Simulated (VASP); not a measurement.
GaAs, 2 atoms in the cell. Symmetry: I-4m2, No. 119, tetragonal system. Conventional cell: a = 4.239 Å, b = 4.239 Å, c = 5.666 Å, α = 90.00°, β = 90.00°, γ = 90.00°. Within 3.4 Å of Ga (site symmetry -4m2) lie 4 As at 2.55 Å. As (site symmetry -4m2) has 4 Ga at 2.55 Å within 3.4 Å.  This cell differs from its parent crystal: biaxial xy strain +5.8%.

* Program: VASP 6.6.1
* Task: single point
* Functional: PBE
* Potentials or basis: VASP PAW PBE potentials, release 64 (Ga_d, As_d)
* Cutoff: 510 eV
* k mesh: 8 × 8 × 8
* Occupations: fermi-dirac, width 0.02 eV
* Spin: no spin polarisation
* Dipole correction: no
* Further INCAR settings: ALGO = Normal; EDIFF = 1e-06; NBANDS = 21

Potentials or basis: VASP PAW PBE potentials, release 64 (Ga_d, As_d).

Run with:

```console
$ cat potpaw_PBE.64/Ga_d/POTCAR potpaw_PBE.64/As_d/POTCAR > POTCAR
$ mpirun -np 1 vasp_std > vasp.out
```

Hardware: 1 thread of Intel(R) Xeon(R) Platinum 8488C (Sapphire Rapids), with other jobs on the host.

How long does it take, and how much memory?

Wall time 46 s on 1 thread of Intel(R) Xeon(R) Platinum 8488C (Sapphire Rapids), on a shared host, peak memory 0.21 GiB. Counts: scf iterations 12, k points 59.
